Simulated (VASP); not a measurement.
# C (a cell with a defect) in VASP: notebook

The runs below take C (a cell with a defect) through single point, with PBE.

Program: VASP 6.6.1. These are calculated values, not measurements. Logs are shortened: lines on timing, memory, paths and dates and some standing lists are left out, and cuts for length are marked.

### 1 The cell of the first run

The cell holds a defect, 15 atoms: a = 5.051 Å, b = 5.051 Å, c = 5.051 Å, α = 60.00°, β = 60.00°, γ = 60.00°.

### 2 Single point, PBE

INCAR

```
PREC     = Accurate       # precision mode
ENCUT    = 520            # plane-wave cutoff, eV
EDIFF    = 1E-6           # SCF threshold, eV
ISMEAR   = 0              # smearing method
SIGMA    = 0.05           # smearing width, eV
LREAL    = Auto         
LASPH    = T              # aspherical terms in the spheres
NELM     = 60             # most SCF steps
ALGO     = Normal         # electronic algorithm
ISIF     = 2              # what is computed and relaxed
LWAVE    = F              # write WAVECAR
LCHARG   = F              # write CHGCAR
GGA      = PE             # functional
NBANDS   = 43             # bands
```

KPOINTS

```
regular mesh
0
Gamma
  6 6 6
```

POSCAR

```
C
1.0
    3.5715485858      0.0000000000     -3.5715485858
    0.0000000000      3.5715485858     -3.5715485858
    3.5715485858      3.5715485858      0.0000000000
C
15
Direct
    0.2500000000      0.2500000000      0.2500000000
    0.2500000000      0.7500000000      0.7500000000
    0.2500000000      0.7500000000      0.2500000000
    0.7500000000      0.2500000000      0.7500000000
    0.7500000000      0.2500000000      0.2500000000
    0.7500000000      0.7500000000      0.7500000000
    0.7500000000      0.7500000000      0.2500000000
    0.1250000000      0.1250000000      0.1250000000
    0.1250000000      0.1250000000      0.6250000000
    0.1250000000      0.6250000000      0.1250000000
    0.3319029523      0.4843750000      0.5918610239
    0.6250000000      0.1250000000      0.1250000000
    0.6250000000      0.1250000000      0.6250000000
    0.6250000000      0.6250000000      0.1250000000
    0.6250000000      0.6250000000      0.6250000000
```

Potentials or basis: VASP PAW PBE potentials, release 64 (C).

The run is started by

```bash
$ cat potpaw_PBE.64/C/POTCAR > POTCAR
$ mpirun -np 1 vasp_std > vasp.out
```

OUTCAR:

```text
PREC = Accurate
   ENCUT = 520
   EDIFF = 1E-6
   ISMEAR = 0
   LREAL = Auto
   LASPH = T
   NELM = 60
   ISIF = 2
   GGA = PE

 ion  position               nearest neighbor table
   1  0.250  0.250  0.250-   8 1.55   9 1.55  10 1.55  12 1.55
   2  0.250  0.750  0.750-   9 1.55  10 1.55  15 1.55  11 1.67
   3  0.250  0.750  0.250-   8 1.55  10 1.55  14 1.55  11 1.67
   4  0.750  0.250  0.750-   9 1.55  12 1.55  13 1.55  15 1.55
   5  0.750  0.250  0.250-   8 1.55  12 1.55  13 1.55  14 1.55
   6  0.750  0.750  0.750-  13 1.55  14 1.55  15 1.55
   7  0.750  0.750  0.250-  10 1.55  12 1.55  14 1.55  15 1.55
   8  0.125  0.125  0.125-   1 1.55   3 1.55   5 1.55
   9  0.125  0.125  0.625-   1 1.55   2 1.55   4 1.55
  10  0.125  0.625  0.125-   1 1.55   2 1.55   3 1.55   7 1.55
  11  0.332  0.484  0.592-  13 1.66   2 1.67   3 1.67  15 2.04  14 2.04
  12  0.625  0.125  0.125-   1 1.55   4 1.55   5 1.55   7 1.55
  13  0.625  0.125  0.625-   4 1.55   5 1.55   6 1.55  11 1.66
  14  0.625  0.625  0.125-   3 1.55   5 1.55   6 1.55   7 1.55  11 2.04
  15  0.625  0.625  0.625-   2 1.55   4 1.55   6 1.55   7 1.55  11 2.04

  LATTYP: Found a face centered cubic cell.
 ALAT       =     7.1430971716

  Lattice vectors:

 A1 = (   3.5715485858,   0.0000000000,  -3.5715485858)
 A2 = (   0.0000000000,   3.5715485858,  -3.5715485858)
 A3 = (   3.5715485858,   3.5715485858,   0.0000000000)

Analysis of symmetry for initial positions (statically):
=====================================================================
 Subroutine PRICEL returns:
 Original cell was already a primitive cell.

 Routine SETGRP: Setting up the symmetry group for a
 face centered cubic supercell.

 Subroutine GETGRP returns: Found  2 space group operations
 (whereof  2 operations were pure point group operations)
 out of a pool of 48 trial point group operations.

The static configuration has the point symmetry C_1h.

Analysis of symmetry for dynamics (positions and initial velocities):
=====================================================================
 Subroutine PRICEL returns:
 Original cell was already a primitive cell.

 Routine SETGRP: Setting up the symmetry group for a
 face centered cubic supercell.

 Subroutine GETGRP returns: Found  2 space group operations
 (whereof  2 operations were pure point group operations)
 out of a pool of 48 trial point group operations.

The dynamic configuration has the point symmetry C_1h.

 Subroutine INISYM returns: Found  2 space group operations
 (whereof  2 operations are pure point group operations),
 and found     1 'primitive' translations

----------------------------------------------------------------------------------------

                                     Primitive cell

  volume of cell :      91.1171

  direct lattice vectors                    reciprocal lattice vectors
     3.571548586  0.000000000 -3.571548586     0.139995296 -0.139995296 -0.139995296
     0.000000000  3.571548586 -3.571548586    -0.139995296  0.139995296 -0.139995296
     3.571548586  3.571548586  0.000000000     0.139995296  0.139995296  0.139995296

  length of vectors
     5.050932449  5.050932449  5.050932449     0.242478965  0.242478965  0.242478965

  position of ions in fractional coordinates (direct lattice)
     0.250000000  0.250000000  0.250000000
     0.250000000  0.750000000  0.750000000
     0.250000000  0.750000000  0.250000000
     0.750000000  0.250000000  0.750000000
     0.750000000  0.250000000  0.250000000
     0.750000000  0.750000000  0.750000000
     0.750000000  0.750000000  0.250000000
     0.125000000  0.125000000  0.125000000
     0.125000000  0.125000000  0.625000000
     0.125000000  0.625000000  0.125000000
     0.331902952  0.484375000  0.591861024
     0.625000000  0.125000000  0.125000000
     0.625000000  0.125000000  0.625000000
     0.625000000  0.625000000  0.125000000
     0.625000000  0.625000000  0.625000000

  ion indices of the primitive-cell ions
   primitive index   ion index
                 1           1
                 2           2
                 3           3
                 4           4
                 5           5
                 6           6
                 7           7
                 8           8
                 9           9
                10          10
                11          11
                12          12
                13          13
                14          14
                15          15

----------------------------------------------------------------------------------------

 KPOINTS: regular mesh

Automatic generation of k-mesh.
 Grid dimensions read from file:
 generate k-points for:    6    6    6

 Generating k-lattice:

  Cartesian coordinates                     Fractional coordinates (reciprocal lattice)
     0.023332549 -0.023332549 -0.023332549     0.166666667  0.000000000  0.000000000
    -0.023332549  0.023332549 -0.023332549     0.000000000  0.166666667  0.000000000
     0.023332549  0.023332549  0.023332549     0.000000000  0.000000000  0.166666667

  Length of vectors
     0.040413161  0.040413161  0.040413161

  Shift w.r.t. Gamma in fractional coordinates (k-lattice)
     0.000000000  0.000000000  0.000000000

 Subroutine IBZKPT returns following result:
 ===========================================

 Found     68 irreducible k-points:

 Following reciprocal coordinates:
            Coordinates               Weight
  0.000000  0.000000  0.000000      1.000000
  0.166667  0.000000  0.000000      2.000000
  0.000000  0.166667  0.000000      2.000000
  0.000000  0.000000  0.166667      4.000000
  0.333333  0.000000  0.000000      2.000000
  0.000000  0.333333  0.000000      2.000000
[... 16 lines left out ...]
  0.166667  0.166667 -0.333333      4.000000
  0.500000  0.333333  0.500000      4.000000
 [... further k-points ...]
   k-points           NKPTS =     68   k-points in BZ     NKDIM =     68   number of bands    NBANDS=     43
   number of dos      NEDOS =    301   number of ions     NIONS =     15
   total plane-waves  NPLWV =  64000
   dimension x,y,z NGX =    40 NGY =   40 NGZ =   40
   dimension x,y,z NGXF=    80 NGYF=   80 NGZF=   80
   ions per type =              15
   NGX,Y,Z   is equivalent  to a cutoff of  13.17, 13.17, 13.17 a.u.
   NGXF,Y,Z  is equivalent  to a cutoff of  26.33, 26.33, 26.33 a.u.
 SYSTEM =  unknown system
   PREC   = accura    normal or accurate (medium, high low for compatibility)
   ISTART =      0    job   : 0-new  1-cont  2-samecut
   ICHARG =      2    charge: 1-file 2-atom 10-const
   ISPIN  =      1    spin polarized calculation?
   LNONCOLLINEAR =      F non collinear calculations
   LSORBIT =      F    spin-orbit coupling
   LASPH  =      T    aspherical Exc in radial PAW
   ENCUT  =  520.0 eV  38.22 Ry    6.18 a.u.   9.39  9.39  9.39*2*pi/ulx,y,z
   NELM   =     60;   NELMIN=  2; NELMDL= -5     # of ELM steps
   EDIFF  = 0.1E-05   stopping-criterion for ELM
   LREAL  =      T    real-space projection
   EDIFFG = 0.1E-04   stopping-criterion for IOM
   NSW    =      0    number of steps for IOM
   IBRION =     -1    ionic relax: 0-MD 1-quasi-New 2-CG
   NFREE  =      0    steps in history (QN), initial steepest desc. (CG)
   ISIF   =      2    stress and relaxation
   ISYM   =      2    0-nonsym 1-usesym 2-fastsym
   POTIM  = 0.5000    time-step for ionic-motion
   TEBEG  =    0.0;   TEEND  =   0.0 temperature during run
   PSTRESS=    0.0 pullay stress
   NELECT =      60.0000    total number of electrons
   NUPDOWN=      -1.0000    fix difference up-down
   EMIN   =  10.00;   EMAX   =-10.00  energy-range for DOS
   EFERMI =   0.00;   METHOD = LEGACY
   ISMEAR =     0;   SIGMA  =   0.05  broadening in eV -4-tet -1-fermi 0-gaus
   EFERMI_NEDOS =   21; number of points for ismear=-14 and -15
   IALGO  =     38    algorithm
   IMIX   =      4    mixing-type and parameters
     AMIX     =   0.40;   BMIX     =  1.00
     AMIX_MAG =   1.60;   BMIX_MAG =  1.00
  volume/ion in A,a.u.               =       6.07        40.99
  Fermi-wavevector in a.u.,A,eV,Ry     =   1.424269  2.691478 27.599992  2.028542
  Thomas-Fermi vector in A             =   2.544778
   LORBIT       =      0    0 simple, 1 ext, 2 COOP (PROOUT), +10 PAW based schemes
   GGA     = PE    functional components
   LHFCALC =     F    Hartree Fock is set to
   AEXX    =    0.0000 exact exchange contribution
   IVDW    =     0    specifies the selected vdW correction
   LEPSILON=     F    determine dielectric tensor
   LRPA    =     F    only Hartree local field effects (RPA)
 non-spin polarized calculation
 Gauss-broadening in eV      SIGMA  =   0.05
  energy-cutoff  :      520.00
  volume of cell :       91.12
 maximum number of plane-waves:      2475
 NGX is ok and might be reduce to    40
   NGX = 19   NGY = 19   NGZ = 19

 number of electron      59.9999996 magnetization

 Free energy of the ion-electron system (eV)
  ---------------------------------------------------
  ext. energy  EPLUGINS =         0.00000000
  ---------------------------------------------------
  free energy    TOTEN  =      -125.06971288 eV

  energy without entropy =     -125.06623099  energy(sigma->0) =     -125.06797194

 E-fermi :   9.3917     XC(G=0): -12.9551

 val. band max:        9.3864277729   @ k =   0.0000   0.5000   0.1667
 cond. band min:       9.4061016414   @ k =   0.5000   0.1667   0.5000
 fundamental gap:      0.0196738684
 Fermi energy:         9.3916564374

 k-point     1 :       0.0000    0.0000    0.0000
  band No.  band energies     occupation
      1     -12.3423      2.00000
      2      -7.0538      2.00000
      3      -7.0195      2.00000
      4      -6.7224      2.00000
      5      -5.8684      2.00000
      6      -5.0062      2.00000
[... 34 lines left out ...]
     41      15.8498      0.00000
     42      16.2817      0.00000

 k-point     2 :       0.1667    0.0000    0.0000
  band No.  band energies     occupation
      1     -12.1738      2.00000
      2      -7.8872      2.00000
      3      -7.0506      2.00000
      4      -6.6198      2.00000
      5      -6.3631      2.00000
      6      -5.0939      2.00000
[... 34 lines left out ...]
     41      16.2780      0.00000
     42      16.5298      0.00000

 k-point     3 :       0.0000    0.1667    0.0000
  band No.  band energies     occupation
      1     -12.1606      2.00000
      2      -7.9433      2.00000
      3      -7.0752      2.00000
      4      -6.9266      2.00000
      5      -6.0089      2.00000
      6      -5.1919      2.00000
[... 897 lines left out ...]
      4      -7.1210      2.00000
      5      -6.7421      2.00000
      6      -5.4942      2.00000
[... 34 lines left out ...]
     41      17.3208      0.00000
     42      17.5334      0.00000

 k-point    24 :       0.5000    0.3333    0.5000
  band No.  band energies     occupation
      1     -11.0383      2.00000
      2      -9.9914      2.00000
      3      -8.0992      2.00000
      4      -7.3857      2.00000
      5      -6.2885      2.00000
      6      -5.4342      2.00000
[... 34 lines left out ...]
     41      17.2640      0.00000
     42      17.6901      0.00000

 [... further k-points ...]

 [bands above 42 left out]

------------------------ aborting loop because EDIFF is reached ----------------------------------------

  FORCE on cell =-STRESS in cart. coord.  units (eV):
  Direction    XX          YY          ZZ          XY          YZ          ZX
  --------------------------------------------------------------------------------------
  -------------------------------------------------------------------------------------
  Total       -5.0060055     -5.0060055      5.9079927      5.5484703     10.0982328    -10.0982325
  in kB      -88.0242280    -88.0242280    103.8845222     97.5627801    177.5645549   -177.5645503
  external PRESSURE =     -24.0546446 kB  Pullay stress =       0.0000000 kB

 VOLUME and BASIS-vectors are now :
 -----------------------------------------------------------------------------
  energy-cutoff  :      520.00
  volume of cell :       91.12
      direct lattice vectors                 reciprocal lattice vectors
     3.571548586  0.000000000 -3.571548586     0.139995296 -0.139995296 -0.139995296
     0.000000000  3.571548586 -3.571548586    -0.139995296  0.139995296 -0.139995296
     3.571548586  3.571548586  0.000000000     0.139995296  0.139995296  0.139995296

 POSITION                                       TOTAL-FORCE (eV/Angst)
 -----------------------------------------------------------------------------------
      1.78577      1.78577     -1.78577        -0.085702      0.085702     -0.806489
      3.57155      5.35732     -3.57155         2.068811     -0.683506     -0.458734
      1.78577      3.57155     -3.57155         0.683506     -2.068811     -0.458734
      5.35732      3.57155     -3.57155         2.024684     -0.168069     -1.422965
      3.57155      1.78577     -3.57155         0.168069     -2.024684     -1.422965
      5.35732      5.35732     -5.35732        -2.139945      2.139945      2.164911
      3.57155      3.57155     -5.35732        -0.045693      0.045693     -0.355321
      0.89289      0.89289     -0.89289         2.128763      1.877647      2.786152
      2.67866      2.67866     -0.89289        -1.877647     -2.128763      2.786152
      0.89289      2.67866     -2.67866         0.309539     -0.309539      0.233420
      3.29927      3.84383     -2.91538        -4.909044      4.909044      4.599334
      2.67866      0.89289     -2.67866        -0.123288      0.123288      0.217468
      4.46444      2.67866     -2.67866        -0.010670      0.010670     -3.274855
      2.67866      2.67866     -4.46444        -0.278052     -2.086670     -2.293688
      4.46444      4.46444     -4.46444         2.086670      0.278052     -2.293688
 -----------------------------------------------------------------------------------
    total drift:                               -0.002669      0.002669     -0.003095

  FREE ENERGIE OF THE ION-ELECTRON SYSTEM (eV)
  ---------------------------------------------------
  free  energy   TOTEN  =      -125.0697128785 eV

  energy  without entropy=     -125.0662309939  energy(sigma->0) =     -125.06797194
```

Run time: 11 min. Hardware: 1 thread of AMD EPYC 7R43 (Zen 3), shared host; peak memory 0.28 GiB.

Results:

| Property | Result |
| --- | --- |
| Free energy | -125.0697 eV |
| Pressure | -2.4 GPa |
| Largest force | 8.328 eV/Å |
| Band gap on the k mesh | zero (bands 30 and 31 overlap by 1.16 eV) |

Forces on the atoms (eV/Å):
```
C   -0.086  0.086 -0.806
C    2.069 -0.684 -0.459
C    0.684 -2.069 -0.459
C    2.025 -0.168 -1.423
C    0.168 -2.025 -1.423
C   -2.140  2.140  2.165
C   -0.046  0.046 -0.355
C    2.129  1.878  2.786
C   -1.878 -2.129  2.786
C    0.310 -0.310  0.233
C   -4.909  4.909  4.599
C   -0.123  0.123  0.217
C   -0.011  0.011 -3.275
C   -0.278 -2.087 -2.294
C    2.087  0.278 -2.294
```

Caveat: the cell differs from its parent crystal (atoms taken out, atom 11 moved 0.375 of the way to it and -0.700 Å across, host rigid).

(Continued in part 2 of 2.)
